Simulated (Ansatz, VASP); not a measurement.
# Two plane-wave programs on Ir

```
Ir
1.0
     0.00000    1.91970    1.80452
     1.91970    0.00000    1.80452
     1.91970    1.91970    0.00000
Ir
1
Direct
  0.00000 0.00000 0.00000
```

Change from the starting cell: strain -0.0600 x Voigt [0, 0, 1, 0, 0, 0], atoms carried along.

Alike in both runs: task single point; functional PBE; k mesh 22 × 22 × 22; occupations gaussian, width 0.15 eV; no spin polarisation.

```csv
,VASP,Ansatz
version,VASP 6.6.1,Ansatz 0.2.0
potentials or method,"VASP PAW PBE potentials, release 64 (Ir), cutoff 520 eV","scalar-relativistic, plane waves, PAW"
valence electrons in the cell,9,17
```

```csv
,VASP,Ansatz,Ansatz less VASP
gap on the k mesh at the Fermi level (eV),none,none,-
pressure (GPa),39.4,38.4,-1.04
"traceless stress, the component that is largest in VASP (GPa)",17.41,17.48,+0.065
```

A gap of «none» marks a metal or a gap that the smearing closes. Both programs put the cell under a high pressure, so it lies far from rest at this level. With one functional, cell and mesh, what is left measures potentials, basis and numerics. VASP's potentials hold 9 valence electrons a cell and Ansatz's 17, so a difference there can come from the potentials and not from the codes.

Neither program's run includes spin-orbit coupling.
